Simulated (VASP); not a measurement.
Here is a VASP 6.6.1 calculation.

INCAR

```
PREC = Accurate
ENCUT = 520
EDIFF = 1E-6
ISMEAR = -1
SIGMA = 0.05
LREAL = False
LASPH = True
NELM = 150
ALGO = Normal
ISIF = 2
LWAVE = False
LCHARG = False
ISPIN = 2
MAGMOM = 1
LORBIT = 11
LMAXMIX = 6
GGA = CA
NBANDS = 22
```

The input KPOINTS:

```
Automatic mesh
0
Gamma
  9 9 9
```

The input POSCAR:

```
Yb
1.0
   -2.1224053409      2.1224053409      2.1224053409
    2.1224053409     -2.1224053409      2.1224053409
    2.1224053409      2.1224053409     -2.1224053409
Yb
1
Direct
    0.0000000000      0.0000000000      0.0000000000
```

Potentials or basis: VASP PAW PBE potentials, release 64 (Yb).

Command:

```sh
$ cat potpaw_PBE.64/Yb/POTCAR > POTCAR
$ mpirun -np 1 vasp_std > vasp.out
```

Task: Estimate the net moment.

Result: 0.00 μB per cell.

Task: Estimate the pressure.

Result: -4.2 GPa.

Task: What does it give for the band gap on the k mesh?

Result: Zero (filled and empty bands overlap).

Caveat: the cell stands under tension; the PAW data sets were made with another functional, which shifts forces and pressure a little; spin-orbit coupling is left out, which moves the levels of the heavy elements. The state reached can hang on the start; a lower one may exist.
